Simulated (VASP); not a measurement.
Crystal: NaF (Villiaumite).

```
CELL_PARAMETERS angstrom
0.00000 2.32000 2.32000
2.32000 0.00000 2.32000
2.32000 2.32000 0.00000
ATOMIC_POSITIONS crystal
Na 0.00000 0.00000 0.00000
F 0.50000 0.50000 0.50000
```

Base run:

| Quantity | Value |
| --- | --- |
| Program | VASP 6.6.1 |
| Functional | LDA |
| Potentials or basis | VASP PAW LDA potentials, release 64 (Na_pv, F) |
| Cutoff | 520 eV |
| k mesh | 8 × 8 × 8 |
| Occupations | fermi-dirac, width 0.05 eV |
| Spin | no spin polarisation |

Its results: band gap on the k mesh 5.93 eV, direct; pressure -4.6 GPa.

Question: The run is repeated on the same cell with these changes: functional from LDA to PBE; potentials or basis from VASP PAW LDA potentials, release 64 (Na_pv, F) to VASP PAW PBE potentials, release 64 (Na_pv, F). What comes out?

Answer: Band gap on the k mesh 6.28 eV, direct; pressure 1.8 GPa.

